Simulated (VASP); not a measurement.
Bi2Te3, 5 atoms in the cell. The typed cell holds 5 atoms: a = 9.155 Å, b = 9.155 Å, c = 9.155 Å, α = 28.35°, β = 28.35°, γ = 28.35°.  This cell differs from its parent crystal: strain +0.000 along x and y, -0.050 along z.

* Program: VASP 6.6.1
* Task: single point
* Functional: PBEsol
* Potentials or basis: VASP PAW PBE potentials, release 64 (Bi_d, Te)
* Cutoff: 520 eV
* k mesh: 12 × 12 × 12
* Occupations: gaussian, width 0.15 eV
* Spin: no spin polarisation
* Dipole correction: no
* Further INCAR settings: ALGO = Normal; EDIFF = 1e-06; NBANDS = 32

Potentials or basis: VASP PAW PBE potentials, release 64 (Bi_d, Te).

Run with:

```console
$ cat potpaw_PBE.64/Bi_d/POTCAR potpaw_PBE.64/Te/POTCAR > POTCAR
$ mpirun -np 1 vasp_std > vasp.out
```

Hardware: 1 thread of Intel(R) Xeon(R) 6975P-C (Granite Rapids) (shared host).

Q: How long does it take, and how much memory?

A: It took 33 min on 1 thread of Intel(R) Xeon(R) 6975P-C (Granite Rapids), on a shared host, peak memory 1.2 GiB. Counts: scf iterations 13, k points 189.
